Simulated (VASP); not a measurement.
**Rb: single point with PBE**

Crystal: Rb.

```
Rb
1.0
     5.03735    0.00000    0.00000
    -2.51867    4.36247    0.00000
     0.00000    0.00000   16.66862
Rb
4
Direct
  0.00000 0.00000 0.00000
  0.00000 0.00000 0.50000
  0.33333 0.66667 0.25000
  0.66667 0.33333 0.75000
```

This isn't the form of Rb at room conditions, which is bcc.

```
Program                 : VASP 6.6.1
Task                    : single point
Functional              : PBE
Potentials or basis     : VASP PAW PBE potentials, release 64 (Rb_sv)
Cutoff                  : 520 eV
k mesh                  : 7 × 7 × 2
Occupations             : fermi-dirac, width 0.1 eV
Spin                    : no spin polarisation
Dipole correction       : no
k mesh for the DOS      : 11 × 11 × 3
Occupations for the DOS : tetrahedron
Further INCAR settings  : ALGO = Normal; EDIFF = 1e-06; NBANDS = 26
```

| Property | Result |
| --- | --- |
| Valence electrons inside the program's atomic spheres | Rb 7.29 |

Levels at points of the mesh, in eV from the Fermi level:
| k point | band 17 | band 18 | band 19 | band 20 | band 21 | band 22 |
| --- | --- | --- | --- | --- | --- | --- |
| (0.00, 0.00, 0.00) | -1.97 | -1.32 | -1.32 | 0.09 | 0.61 | 2.25 |

It took 4.1 min on 1 thread of Intel(R) Xeon(R) Platinum 8488C (Sapphire Rapids), with other jobs on the host, peak memory 0.54 GiB.
